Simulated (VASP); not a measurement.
Wanted: the native input for a VASP 6.6.1 run.

- Task: relaxation of cell and atoms
- Functional: PBE
- Potentials or basis: VASP PAW PBE potentials, release 64 (Li_sv, Sc_sv)
- Cutoff: 600 eV
- k mesh: 6 × 6 × 6
- Occupations: gaussian, width 0.1 eV
- Spin: no spin polarisation
- Dipole correction: no
- Further INCAR settings: ALGO = Fast; EDIFF = 1e-06; IBRION = 2; EDIFFG = -0.04; NSW = 90; ISIF = 3

The structure of Li2Sc lies in POSCAR:

```
Li2Sc
1.0
    0.0000000000      2.7725752757      2.7725752757
    2.7725752757      0.0000000000      2.7725752757
    2.7725752757      2.7725752757      0.0000000000
Li Sc
2 1
Direct
    0.2500000000      0.2500000000      0.2500000000
    0.7500000000      0.7500000000      0.7500000000
    0.0000000000      0.0000000000      0.0000000000
```

One way to write it, as run:

INCAR

```
ALGO = Fast ; EDIFF = 1E-6
EDIFFG = -0.04 ; ENCUT = 600
GGA = PE ; IBRION = 2
ISIF = 3 ; ISMEAR = 0
LASPH = True ; LCHARG = False
LREAL = False ; LWAVE = False
NELM = 60 ; NSW = 90
PREC = Accurate ; SIGMA = 0.1
```

KPOINTS

```
k-points
0
Gamma
  6 6 6
```

Potentials or basis: VASP PAW PBE potentials, release 64 (Li_sv, Sc_sv).

Command:

```sh
$ cat potpaw_PBE.64/Li_sv/POTCAR potpaw_PBE.64/Sc_sv/POTCAR > POTCAR
$ mpirun -np 1 vasp_std > vasp.out
```

Results of the run:

- Relaxed volume: 24.48 Å³/atom
- Relaxed cell: a = 4.701 Å, b = 4.701 Å, c = 4.701 Å, α = 60.00°, β = 60.00°, γ = 60.00°
- Space group after relaxing (to 0.05 Å): Fm-3m (No. 225)
- Energy gained by relaxing: 620.2 meV/atom
- Ionic steps: 4
- Pressure after relaxing: 0.0 GPa

Caveat: the cutoff is under 1.25 times the usual one of these potentials, so pressure, stress and relaxed cells hold a basis-set (Pulay) error; the volume moved by over 15 % at a fixed basis, so the end points are rough.

Run time: 75 s on 1 thread of Intel(R) Xeon(R) 6975P-C (Granite Rapids) (shared host), peak memory 0.18 GiB.
